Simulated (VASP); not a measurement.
Write the native input for VASP 6.6.1 that does the following.

```yaml
Task: relaxation of cell and atoms
Functional: PBE
Potentials_or_basis: VASP PAW PBE potentials, release 64 (Si, Te)
Cutoff: 600 eV
k_mesh: 3 × 3 × 6
Occupations: gaussian, width 0.1 eV
Spin: no spin polarisation
Dipole_correction: no
Further_INCAR_settings: ALGO = Normal; EDIFF = 1e-07; IBRION = 2; EDIFFG = -0.04; NSW = 90; ISIF = 3
```

The structure of Si3Te lies in POSCAR:

```
Si3Te
1.0
    5.7761339246      0.0000000000      0.0000000000
   -2.8880669623      5.0022787143      0.0000000000
    0.0000000000      0.0000000000      2.7726455340
Si Te
3 1
Direct
    0.5000000000      0.0000000000      0.5000000000
    0.0000000000      0.5000000000      0.5000000000
    0.5000000000      0.5000000000      0.5000000000
    0.0000000000      0.0000000000      0.5000000000
```

The cell was generated, and may not be a known phase.

The input as run:

INCAR

```
PREC     = Accurate       # precision mode
ENCUT    = 600            # plane-wave cutoff, eV
EDIFF    = 1E-7           # SCF threshold, eV
ISMEAR   = 0              # smearing method
SIGMA    = 0.1            # smearing width, eV
LREAL    = F              # projectors in reciprocal space
LASPH    = T              # aspherical terms in the spheres
NELM     = 80             # most SCF steps
ALGO     = Normal         # electronic algorithm
ISIF     = 3              # what is computed and relaxed
LWAVE    = F              # write WAVECAR
LCHARG   = F              # write CHGCAR
GGA      = PE             # functional
IBRION   = 2              # ionic algorithm
NSW      = 90             # ionic steps
EDIFFG   = -0.04          # ionic threshold
```

KPOINTS

```
Automatic mesh
0
Gamma
  3 3 6
```

Potentials or basis: VASP PAW PBE potentials, release 64 (Si, Te).

Run with:

```console
$ cat potpaw_PBE.64/Si/POTCAR potpaw_PBE.64/Te/POTCAR > POTCAR
$ mpirun -np 1 vasp_std > vasp.out
```

Results of the run:

- Relaxed volume: 20.09 Å³/atom
- Relaxed cell: a = 5.923 Å, b = 5.923 Å, c = 2.645 Å, α = 90.00°, β = 90.00°, γ = 120.00°
- Space group after relaxing (to 0.1 Å): P6/mmm (No. 191)
- Energy gained by relaxing: 58.8 meV/atom
- Ionic steps: 6
- Pressure after relaxing: -0.2 GPa
- Band gap on the k mesh: zero (bands 9 and 10 overlap by 4.82 eV)

Caveat: the k points lie up to 0.41 Å⁻¹ apart in the final cell, too coarse for converged energies and pressures of a metal; spin-orbit coupling is left out, which moves the levels of the heavy elements.

Run time: 2.6 min on 1 thread of Intel Xeon 8259CL (shared host), peak memory 0.2 GiB.
